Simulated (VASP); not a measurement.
# Ta (Fm-3m) in VASP: single point with r2SCAN

Aim: the single point of Ta with r2SCAN.

Everything below comes from runs of VASP 6.6.1. Logs are shortened: lines on timing, memory, paths and dates and some standing lists are left out, and cuts for length are marked.

**1. The cell of the first run**

It takes space group Fm-3m (No. 225, cubic). Conventional cell: a = 4.208 Å, b = 4.208 Å, c = 4.208 Å, α = 90.00°, β = 90.00°, γ = 90.00°. Ta (site symmetry m-3m) has 12 Ta at 2.98 Å within 3.9 Å.

This isn't the form of Ta at room conditions, which is bcc.

**2. Single point, r2SCAN**

POSCAR

```
Ta
1.0
    0.0000000000      2.1038338315      2.1038338315
    2.1038338315      0.0000000000      2.1038338315
    2.1038338315      2.1038338315      0.0000000000
Ta
1
Direct
    0.0000000000      0.0000000000      0.0000000000
```

INCAR.step1

```
  ALGO = Normal
  EDIFF = 1E-4
  ENCUT = 520
  GGA = PE
  ISMEAR = -1
  LASPH = T
  LCHARG = F
  LREAL = F
  LWAVE = T
  NBANDS = 12
  NELM = 100
  PREC = Accurate
  SIGMA = 0.1
```

INCAR.step2

```
  ALGO = Normal
  EDIFF = 1E-6
  ENCUT = 520
  ISIF = 2
  ISMEAR = -1
  ISTART = 1
  LASPH = T
  LCHARG = F
  LMIXTAU = T
  LREAL = F
  LWAVE = F
  METAGGA = R2SCAN
  NBANDS = 12
  NELM = 100
  PREC = Accurate
  SIGMA = 0.1
```

KPOINTS

```
k-points
0
Gamma
  7 7 7
```

Potentials or basis: VASP PAW PBE potentials, release 64 (Ta_pv).

Command:

```
$ cat potpaw_PBE.64/Ta_pv/POTCAR > POTCAR
$ cp INCAR.step1 INCAR
$ mpirun -np 1 vasp_std > vasp.out
$ cp INCAR.step2 INCAR
$ mpirun -np 1 vasp_std > vasp.out
```

OUTCAR:

```text
EDIFF = 1E-6
   ENCUT = 520
   ISIF = 2
   ISMEAR = -1
   ISTART = 1
   LASPH = T
   LREAL = F
   METAGGA = R2SCAN
   NELM = 100
   PREC = Accurate

 ion  position               nearest neighbor table
   1  0.000  0.000  0.000-

  LATTYP: Found a face centered cubic cell.
 ALAT       =     4.2076676630

  Lattice vectors:

 A1 = (   0.0000000000,   2.1038338315,   2.1038338315)
 A2 = (   2.1038338315,   0.0000000000,   2.1038338315)
 A3 = (   2.1038338315,   2.1038338315,   0.0000000000)

Analysis of symmetry for initial positions (statically):
=====================================================================
 Subroutine PRICEL returns:
 Original cell was already a primitive cell.

 Routine SETGRP: Setting up the symmetry group for a
 face centered cubic supercell.

 Subroutine GETGRP returns: Found 48 space group operations
 (whereof 48 operations were pure point group operations)
 out of a pool of 48 trial point group operations.

The static configuration has the point symmetry O_h .

Analysis of symmetry for dynamics (positions and initial velocities):
=====================================================================
 Subroutine PRICEL returns:
 Original cell was already a primitive cell.

 Routine SETGRP: Setting up the symmetry group for a
 face centered cubic supercell.

 Subroutine GETGRP returns: Found 48 space group operations
 (whereof 48 operations were pure point group operations)
 out of a pool of 48 trial point group operations.

The dynamic configuration has the point symmetry O_h .

 Subroutine INISYM returns: Found 48 space group operations
 (whereof 48 operations are pure point group operations),
 and found     1 'primitive' translations

----------------------------------------------------------------------------------------

                                     Primitive cell

  volume of cell :      18.6236

  direct lattice vectors                    reciprocal lattice vectors
     0.000000000  2.103833831  2.103833831    -0.237661355  0.237661355  0.237661355
     2.103833831  0.000000000  2.103833831     0.237661355 -0.237661355  0.237661355
     2.103833831  2.103833831  0.000000000     0.237661355  0.237661355 -0.237661355

  length of vectors
     2.975270337  2.975270337  2.975270337     0.411641543  0.411641543  0.411641543

  position of ions in fractional coordinates (direct lattice)
     0.000000000  0.000000000  0.000000000

[... 76 lines left out ...]
   ISIF   =      2    stress and relaxation
   ISYM   =      2    0-nonsym 1-usesym 2-fastsym
   POTIM  = 0.5000    time-step for ionic-motion
   TEBEG  =    0.0;   TEEND  =   0.0 temperature during run
   PSTRESS=    0.0 pullay stress
   NELECT =      11.0000    total number of electrons
   NUPDOWN=      -1.0000    fix difference up-down
   EMIN   =  10.00;   EMAX   =-10.00  energy-range for DOS
   EFERMI =   0.00;   METHOD = LEGACY
   ISMEAR =    -1;   SIGMA  =   0.10  broadening in eV -4-tet -1-fermi 0-gaus
   EFERMI_NEDOS =   21; number of points for ismear=-14 and -15
   IALGO  =     38    algorithm
   IMIX   =      4    mixing-type and parameters
     AMIX     =   0.40;   BMIX     =  1.00
     AMIX_MAG =   1.60;   BMIX_MAG =  1.00
  volume/ion in A,a.u.               =      18.62       125.68
  Fermi-wavevector in a.u.,A,eV,Ry     =   1.373571  2.595672 25.670057  1.886696
  Thomas-Fermi vector in A             =   2.499075
   LORBIT       =      0    0 simple, 1 ext, 2 COOP (PROOUT), +10 PAW based schemes
   METAGGA = R2SCAN    functional components
   LHFCALC =     F    Hartree Fock is set to
   AEXX    =    0.0000 exact exchange contribution
   IVDW    =     0    specifies the selected vdW correction
   LEPSILON=     F    determine dielectric tensor
   LRPA    =     F    only Hartree local field effects (RPA)
 non-spin polarized calculation
  energy-cutoff  :      520.00
  volume of cell :       18.62
 maximum number of plane-waves:       531
 NGX is ok and might be reduce to    24
   NGX = 11   NGY = 11   NGZ = 11

 number of electron      11.0000001 magnetization

 Free energy of the ion-electron system (eV)
  ---------------------------------------------------
  ext. energy  EPLUGINS =         0.00000000
  ---------------------------------------------------
  free energy    TOTEN  =       -48.33922535 eV

  energy without entropy =      -48.29154385  energy(sigma->0) =      -48.31538460

 E-fermi :   5.5215     XC(G=0): -13.5696

 val. band max:        5.4402640610   @ k =  -0.2857   0.1429   0.0000
 cond. band min:       5.6235497143   @ k =   0.4286   0.0000   0.0000
 fundamental gap:      0.1832856533
 Fermi energy:         5.5215316171

 k-point     1 :       0.0000    0.0000    0.0000
  band No.  band energies     occupation
      1     -29.2971      2.00000
      2     -29.2971      2.00000
      3     -29.2971      2.00000
      4      -3.1373      2.00000
      5       5.9843      0.01937
      6       5.9843      0.01937
      7       5.9843      0.01937
      8       9.2704      0.00000
      9       9.2704      0.00000
     10      16.9836      0.00000
     11      18.5039      0.00000
     12      23.8337      0.00000
[... 271 lines left out ...]
 k-point    20 :      -0.2857    0.4286    0.1429
  band No.  band energies     occupation
      1     -30.0603      2.00000
      2     -29.9944      2.00000
      3     -29.6499      2.00000
      4       2.6150      2.00000
      5       3.4566      2.00000
      6       4.7906      1.99866
      7       8.0932      0.00000
      8      11.5435      0.00000
      9      14.2470      0.00000
     10      16.6928      0.00000
     11      16.9814      0.00000
     12      18.1776      0.00000

------------------------ aborting loop because EDIFF is reached ----------------------------------------

  FORCE on cell =-STRESS in cart. coord.  units (eV):
  Direction    XX          YY          ZZ          XY          YZ          ZX
  --------------------------------------------------------------------------------------
  -------------------------------------------------------------------------------------
  Total       -0.0427351     -0.0427351     -0.0427351     -0.0000000      0.0000000      0.0000000
  in kB       -3.6764707     -3.6764707     -3.6764707     -0.0000000      0.0000000      0.0000000
  external PRESSURE =      -3.6764707 kB  Pullay stress =       0.0000000 kB

 VOLUME and BASIS-vectors are now :
 -----------------------------------------------------------------------------
  energy-cutoff  :      520.00
  volume of cell :       18.62
      direct lattice vectors                 reciprocal lattice vectors
     0.000000000  2.103833831  2.103833831    -0.237661355  0.237661355  0.237661355
     2.103833831  0.000000000  2.103833831     0.237661355 -0.237661355  0.237661355
     2.103833831  2.103833831  0.000000000     0.237661355  0.237661355 -0.237661355

 POSITION                                       TOTAL-FORCE (eV/Angst)
 -----------------------------------------------------------------------------------
      0.00000      0.00000      0.00000         0.000000      0.000000      0.000000
 -----------------------------------------------------------------------------------
    total drift:                               -0.000000      0.000000      0.000000

  FREE ENERGIE OF THE ION-ELECTRON SYSTEM (eV)
  ---------------------------------------------------
  free  energy   TOTEN  =       -48.3392253478 eV

  energy  without entropy=      -48.2915438458  energy(sigma->0) =      -48.31538460
```

OUTCAR.step1:

```text
EDIFF = 1E-4
   ENCUT = 520
   GGA = PE
   ISMEAR = -1
   LASPH = T
   LREAL = F
[... 507 lines left out ...]

 POSITION                                       TOTAL-FORCE (eV/Angst)
 -----------------------------------------------------------------------------------
      0.00000      0.00000      0.00000         0.000000     -0.000000      0.000000
 -----------------------------------------------------------------------------------
    total drift:                               -0.000000      0.000000      0.000000

  FREE ENERGIE OF THE ION-ELECTRON SYSTEM (eV)
  ---------------------------------------------------
  free  energy   TOTEN  =       -11.5813010014 eV

  energy  without entropy=      -11.5377459446  energy(sigma->0) =      -11.55952347
```

OSZICAR.step1:

```text
N       E                     dE             d eps       ncg     rms          rms(c)
DAV:   1     0.607122903526E+02    0.60712E+02   -0.62073E+03   480   0.883E+02
DAV:   2    -0.109633716914E+02   -0.71676E+02   -0.69825E+02   532   0.243E+02
DAV:   3    -0.120647551990E+02   -0.11014E+01   -0.10963E+01   572   0.277E+01
DAV:   4    -0.120675095070E+02   -0.27543E-02   -0.27542E-02   544   0.164E+00
DAV:   5    -0.120675183457E+02   -0.88387E-05   -0.88383E-05   552   0.851E-02    0.125E+01
DAV:   6    -0.116943687721E+02    0.37315E+00   -0.29265E-01   564   0.594E+00    0.605E+00
DAV:   7    -0.115829504335E+02    0.11142E+00   -0.33600E-01   556   0.539E+00    0.358E-01
DAV:   8    -0.115815614238E+02    0.13890E-02   -0.81888E-03   524   0.920E-01    0.299E-01
DAV:   9    -0.115813074823E+02    0.25394E-03   -0.64714E-04   532   0.260E-01    0.267E-02
DAV:  10    -0.115813010014E+02    0.64809E-05   -0.94022E-06   300   0.328E-02
   1 F= -.11581301E+02 E0= -.11559523E+02  d E =-.435551E-01
```

It took 14 s on 1 thread of Intel Xeon Platinum 8259CL at 2.50GHz (Skylake/Cascade Lake), shared host; peak memory 0.14 GiB.

Results:

```yaml
Free_energy: -48.3392 eV
Pressure: -0.4 GPa
Band_gap_on_the_k_mesh: zero (an odd number of electrons rules out a gap without spin polarisation)
```

Levels at points of the mesh, in eV from the Fermi level:
| k point | band 3 | band 4 | band 5 | band 6 | band 7 | band 8 |
| --- | --- | --- | --- | --- | --- | --- |
| (0.00, 0.00, 0.00) | -34.82 | -8.66 | 0.46 | 0.46 | 0.46 | 3.75 |

Caveat: the k points lie up to 0.37 Å⁻¹ apart, too coarse for converged energies and pressures of a metal; the PAW data sets were made with another functional, which shifts forces and pressure a little; spin-orbit coupling is left out, which moves the levels of the heavy elements.

The gap in the log of VASP goes by the Fermi energy; the results here count the filled bands.